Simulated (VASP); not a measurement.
Wanted: the native input for a VASP 6.6.1 run.

```yaml
Task: single point
Functional: LDA
Potentials_or_basis: VASP PAW LDA potentials, release 64 (La)
Cutoff: 520 eV
k_mesh: 11 × 11 × 11
Occupations: fermi-dirac, width 0.03 eV
Spin: no spin polarisation
Dipole_correction: no
Further_INCAR_settings: ALGO = Normal; EDIFF = 1e-06; NBANDS = 12
```

The structure of La lies in POSCAR:

```
La
1.0
   -2.1517794217      2.1517794217      2.1517794217
    2.1517794217     -2.1517794217      2.1517794217
    2.1517794217      2.1517794217     -2.1517794217
La
1
Direct
    0.0000000000      0.0000000000      0.0000000000
```

This cell differs from its parent crystal: volume scaled by 1.04.

These files were run (other wordings do the same):

INCAR

```
  ALGO = Normal
  EDIFF = 1E-6
  ENCUT = 520
  ISIF = 2
  ISMEAR = -1
  LASPH = T
  LCHARG = F
  LREAL = F
  LWAVE = F
  NBANDS = 12
  NELM = 60
  PREC = Accurate
  SIGMA = 0.03
```

KPOINTS

```
k-points
0
Gamma
  11 11 11
```

Potentials or basis: VASP PAW LDA potentials, release 64 (La).

Launch:

```console
$ cat potpaw_LDA.64/La/POTCAR > POTCAR
$ mpirun -np 1 vasp_std > vasp.out
```

Results of the run:

| Item | Value |
| --- | --- |
| Pressure | -4.3 GPa |

Wall time 36 s on 1 thread of Intel(R) Xeon(R) Platinum 8375C CPU @ 2.90GHz (Ice Lake), on a shared host, peak memory 0.16 GiB.
